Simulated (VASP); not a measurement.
# Ta2N (P-3m1) in VASP: a series of runs

Ta2N is run at these levels: LDA; tasks: single point, relaxation of cell and atoms.

All numbers are computed with VASP 6.6.1; they aren't measurements. Logs are shortened: lines on timing, memory, paths and dates and some standing lists are left out, and cuts for length are marked.

## 1. The cell of the first run

The structure is trigonal, space group P-3m1 (No. 164). The conventional cell has a = 3.113 Å, b = 3.113 Å, c = 4.870 Å, α = 90.00°, β = 90.00°, γ = 120.00°. Within 3.2 Å of Ta (site symmetry 3m) lie 3 N at 2.18 Å and 12 Ta at 2.99 to 3.11 Å. N (site symmetry -3m) has 6 Ta at 2.18 Å within 2.9 Å.

## 2. Single point, LDA

The input, INCAR:

```
PREC = Accurate ; ENCUT = 520
EDIFF = 1E-6 ; ISMEAR = 0
SIGMA = 0.1 ; LREAL = F
LASPH = T ; NELM = 100
ALGO = Normal ; ISIF = 2
LWAVE = F ; LCHARG = F
GGA = CA ; NBANDS = 20
```

The input, KPOINTS:

```
Automatic mesh
0
Gamma
  6 6 4
```

The input, POSCAR:

```
Ta2N
1.0
    3.1128615100      0.0000000000      0.0000000000
   -1.5564307500      2.6958171400      0.0000000000
    0.0000000000      0.0000000000      4.8698410000
Ta N
2 1
Direct
    0.6666666700      0.3333333300      0.7452890000
    0.3333333300      0.6666666700      0.2547110000
    0.0000000000      0.0000000000      0.0000000000
```

Potentials or basis: VASP PAW LDA potentials, release 64 (Ta_pv, N).

The run is started by

```bash
cat potpaw_LDA.64/Ta_pv/POTCAR potpaw_LDA.64/N/POTCAR > POTCAR
mpirun -np 1 vasp_std > vasp.out
```

OUTCAR:

```text
PREC = Accurate
   ENCUT = 520
   EDIFF = 1E-6
   ISMEAR = 0
   LREAL = F
   LASPH = T
   NELM = 100
   ISIF = 2
   GGA = CA

 ion  position               nearest neighbor table
   1  0.667  0.333  0.745-   3 2.18   3 2.18   3 2.18   2 2.99   2 2.99   2 2.99   2 3.06   2 3.06
                             2 3.06
   2  0.333  0.667  0.255-   3 2.18   3 2.18   3 2.18   1 2.99   1 2.99   1 2.99   1 3.06   1 3.06
                             1 3.06
   3  0.000  0.000  0.000-   1 2.18   2 2.18   2 2.18   1 2.18   1 2.18   2 2.18

  LATTYP: Found a hexagonal cell.
 ALAT       =     3.1128615100
 C/A-ratio  =     1.5644258456

  Lattice vectors:

 A1 = (   3.1128615100,   0.0000000000,   0.0000000000)
 A2 = (  -1.5564307500,   2.6958171400,   0.0000000000)
 A3 = (   0.0000000000,   0.0000000000,   4.8698410000)

Analysis of symmetry for initial positions (statically):
=====================================================================
 Subroutine PRICEL returns:
 Original cell was already a primitive cell.

 Routine SETGRP: Setting up the symmetry group for a
 hexagonal supercell.

 Subroutine GETGRP returns: Found 12 space group operations
 (whereof 12 operations were pure point group operations)
 out of a pool of 24 trial point group operations.

The static configuration has the point symmetry D_3d.

Analysis of symmetry for dynamics (positions and initial velocities):
=====================================================================
 Subroutine PRICEL returns:
 Original cell was already a primitive cell.

 Routine SETGRP: Setting up the symmetry group for a
 hexagonal supercell.

 Subroutine GETGRP returns: Found 12 space group operations
 (whereof 12 operations were pure point group operations)
 out of a pool of 24 trial point group operations.

The dynamic configuration has the point symmetry D_3d.

 Subroutine INISYM returns: Found 12 space group operations
 (whereof 12 operations are pure point group operations),
 and found     1 'primitive' translations

----------------------------------------------------------------------------------------
[... 86 lines left out ...]
   ISTART =      0    job   : 0-new  1-cont  2-samecut
   ICHARG =      2    charge: 1-file 2-atom 10-const
   ISPIN  =      1    spin polarized calculation?
   LNONCOLLINEAR =      F non collinear calculations
   LSORBIT =      F    spin-orbit coupling
   LASPH  =      T    aspherical Exc in radial PAW
   ENCUT  =  520.0 eV  38.22 Ry    6.18 a.u.   5.79  5.79  9.05*2*pi/ulx,y,z
   NELM   =    100;   NELMIN=  2; NELMDL= -5     # of ELM steps
   EDIFF  = 0.1E-05   stopping-criterion for ELM
   LREAL  =      F    real-space projection
   EDIFFG = 0.1E-04   stopping-criterion for IOM
   NSW    =      0    number of steps for IOM
   IBRION =     -1    ionic relax: 0-MD 1-quasi-New 2-CG
   NFREE  =      0    steps in history (QN), initial steepest desc. (CG)
   ISIF   =      2    stress and relaxation
   ISYM   =      2    0-nonsym 1-usesym 2-fastsym
   POTIM  = 0.5000    time-step for ionic-motion
   TEBEG  =    0.0;   TEEND  =   0.0 temperature during run
   PSTRESS=    0.0 pullay stress
   NELECT =      27.0000    total number of electrons
   NUPDOWN=      -1.0000    fix difference up-down
   EMIN   =  10.00;   EMAX   =-10.00  energy-range for DOS
   EFERMI =   0.00;   METHOD = LEGACY
   ISMEAR =     0;   SIGMA  =   0.10  broadening in eV -4-tet -1-fermi 0-gaus
   EFERMI_NEDOS =   21; number of points for ismear=-14 and -15
   IALGO  =     38    algorithm
   IMIX   =      4    mixing-type and parameters
     AMIX     =   0.40;   BMIX     =  1.00
     AMIX_MAG =   1.60;   BMIX_MAG =  1.00
  volume/ion in A,a.u.               =      13.62        91.93
  Fermi-wavevector in a.u.,A,eV,Ry     =   1.425852  2.694469 27.661374  2.033054
  Thomas-Fermi vector in A             =   2.546192
   LORBIT       =      0    0 simple, 1 ext, 2 COOP (PROOUT), +10 PAW based schemes
   GGA     = CA    functional components
   LHFCALC =     F    Hartree Fock is set to
   AEXX    =    0.0000 exact exchange contribution
   IVDW    =     0    specifies the selected vdW correction
   LEPSILON=     F    determine dielectric tensor
   LRPA    =     F    only Hartree local field effects (RPA)
 non-spin polarized calculation
 Gauss-broadening in eV      SIGMA  =   0.10
  energy-cutoff  :      520.00
  volume of cell :       40.87
 maximum number of plane-waves:      1112
 NGX is ok and might be reduce to    24
   NGX = 11   NGY = 11   NGZ = 19

 number of electron      26.9999998 magnetization

 Free energy of the ion-electron system (eV)
  ---------------------------------------------------
  ext. energy  EPLUGINS =         0.00000000
  ---------------------------------------------------
  free energy    TOTEN  =       -37.56914633 eV

  energy without entropy =      -37.56360902  energy(sigma->0) =      -37.56637768

 E-fermi :   7.3930     XC(G=0): -13.0470

 val. band max:        7.3871439268   @ k =   0.1667   0.0000   0.2500
 cond. band min:       7.4645770837   @ k =   0.0000   0.3333   0.2500
 fundamental gap:      0.0774331569
 Fermi energy:         7.3929802147

 k-point     1 :       0.0000    0.0000    0.0000
  band No.  band energies     occupation
      1     -28.1711      2.00000
      2     -27.4398      2.00000
      3     -27.4398      2.00000
      4     -27.3119      2.00000
      5     -27.3119      2.00000
      6     -27.1972      2.00000
[... 541 lines left out ...]
     19      12.7599      0.00000
     20      12.8943      0.00000

------------------------ aborting loop because EDIFF is reached ----------------------------------------

  FORCE on cell =-STRESS in cart. coord.  units (eV):
  Direction    XX          YY          ZZ          XY          YZ          ZX
  --------------------------------------------------------------------------------------
  -------------------------------------------------------------------------------------
  Total       -3.3084562     -3.3084562     -3.4398990     -0.0000000      0.0000000     -0.0000000
  in kB     -129.7092534   -129.7092528   -134.8625161     -0.0000002      0.0000000     -0.0000000
  external PRESSURE =    -131.4270075 kB  Pullay stress =       0.0000000 kB

 VOLUME and BASIS-vectors are now :
 -----------------------------------------------------------------------------
  energy-cutoff  :      520.00
  volume of cell :       40.87
      direct lattice vectors                 reciprocal lattice vectors
     3.112861510  0.000000000  0.000000000     0.321247828  0.185472520  0.000000000
    -1.556430750  2.695817140  0.000000000     0.000000000  0.370945041  0.000000000
     0.000000000  0.000000000  4.869841000     0.000000000  0.000000000  0.205345513

 POSITION                                       TOTAL-FORCE (eV/Angst)
 -----------------------------------------------------------------------------------
      1.55643      0.89861      3.62944         0.000000      0.000000      0.657099
     -0.00000      1.79721      1.24040        -0.000000      0.000000     -0.657099
      0.00000      0.00000      0.00000         0.000000      0.000000      0.000000
 -----------------------------------------------------------------------------------
    total drift:                               -0.000000     -0.000000      0.000000

  FREE ENERGIE OF THE ION-ELECTRON SYSTEM (eV)
  ---------------------------------------------------
  free  energy   TOTEN  =       -37.5691463324 eV

  energy  without entropy=      -37.5636090209  energy(sigma->0) =      -37.56637768
```

stdout:

```text
POSCAR found type information on POSCAR TaN
 POSCAR found :  2 types and       3 ions
 scaLAPACK will be used
 LDA part: xc-table for (Slater(with rela. corr.)+CA(PZ))
 , standard interpolation
 POSCAR, INCAR and KPOINTS ok, starting setup
 FFT: planning ... GRIDC
 FFT: planning ... GRID_SOFT
 FFT: planning ... GRID
 WAVECAR not read
 entering main loop
```

Wall time 16 s (1 thread of AMD EPYC 7R13 (Zen 3), shared host); peak memory 0.12 GiB.

Results:

```yaml
Free_energy: -37.5691 eV
Pressure: -13.1 GPa
Largest_force: 0.657 eV/Å
Band_gap_on_the_k_mesh: zero (an odd number of electrons rules out a gap without spin polarisation)
```

Forces on the atoms (eV/Å):
```
Ta   0.000  0.000  0.657
Ta   0.000  0.000 -0.657
N    0.000  0.000  0.000
```

Stress tensor (GPa, compression positive):
```
-12.97   0.00   0.00
  0.00 -12.97   0.00
  0.00   0.00 -13.49
```

Levels at points of the mesh, in eV from the Fermi level:
| k point | band 11 | band 12 | band 13 | band 14 | band 15 | band 16 |
| --- | --- | --- | --- | --- | --- | --- |
| (0.00, 0.00, 0.00) | -4.86 | -0.75 | -0.34 | -0.34 | 0.16 | 0.16 |
| (0.50, 0.00, 0.00) | -4.58 | -2.60 | -1.37 | 1.67 | 1.80 | 3.60 |
| (0.00, 0.00, 0.50) | -2.89 | -2.62 | -1.21 | -1.21 | 1.71 | 1.95 |
| (0.50, 0.00, 0.50) | -3.33 | -2.13 | -2.12 | -0.32 | 0.63 | 3.16 |

Caveat: the k points lie up to 0.39 Å⁻¹ apart, too coarse for converged energies and pressures of a metal; spin-orbit coupling is left out, which moves the levels of the heavy elements.

## 3. Single point, LDA

This run uses another cell than the first one, of 12.98 Å³/atom.

The input, INCAR:

```
PREC = Accurate ; ENCUT = 520
EDIFF = 1E-6 ; ISMEAR = 0
SIGMA = 0.1 ; LREAL = False
LASPH = True ; NELM = 60
ALGO = Normal ; ISIF = 2
LWAVE = False ; LCHARG = False
NBANDS = 20
```

The input, KPOINTS:

```
Automatic mesh
0
Gamma
  9 9 4
```

The input, POSCAR:

```
Ta2N
1.0
    3.0676288313     -0.0000000028      0.0000000000
   -1.5338144132      2.6566444987      0.0000000000
    0.0000000000      0.0000000000      4.7771565686
Ta N
2 1
Direct
    0.6666666667      0.3333333333      0.7479701696
    0.3333333333      0.6666666667      0.2520298304
    0.0000000000      0.0000000000      0.0000000000
```

Potentials or basis: VASP PAW LDA potentials, release 64 (Ta_pv, N).

The run is started by

```bash
cat potpaw_LDA.64/Ta_pv/POTCAR potpaw_LDA.64/N/POTCAR > POTCAR
mpirun -np 1 vasp_std > vasp.out
```

It took 28 s on 1 thread of AMD EPYC 7R13 (Zen 3), shared host; peak memory 0.13 GiB.

It converged, with:

| Property | Result |
| --- | --- |
| Free energy | -37.6498 eV |
| Pressure | 1.5 GPa |
| Largest force | 0.022 eV/Å |
| Band gap on the k mesh | zero (an odd number of electrons rules out a gap without spin polarisation) |

Forces in eV/Å, atoms in the order of the input:
```
Ta   0.000  0.000 -0.022
Ta   0.000  0.000  0.022
N    0.000  0.000  0.000
```

Stress tensor (GPa, compression positive):
```
1.61 0.00 0.00
0.00 1.61 0.00
0.00 0.00 1.21
```

Levels at points of the mesh, in eV from the Fermi level:
| k point | band 11 | band 12 | band 13 | band 14 | band 15 | band 16 | band 17 | band 18 |
| --- | --- | --- | --- | --- | --- | --- | --- | --- |
| (0.00, 0.00, 0.00) | -4.69 | -0.64 | -0.27 | -0.27 | 0.25 | 0.25 | 0.44 | 1.34 |
| (0.00, 0.00, 0.50) | -2.76 | -2.57 | -1.21 | -1.21 | 1.95 | 2.28 | 2.39 | 2.39 |

Caveat: spin-orbit coupling is left out, which moves the levels of the heavy elements.

(Part 1 of 2 ends here.)

The gap in the log of VASP goes by the Fermi energy; the results here count the filled bands.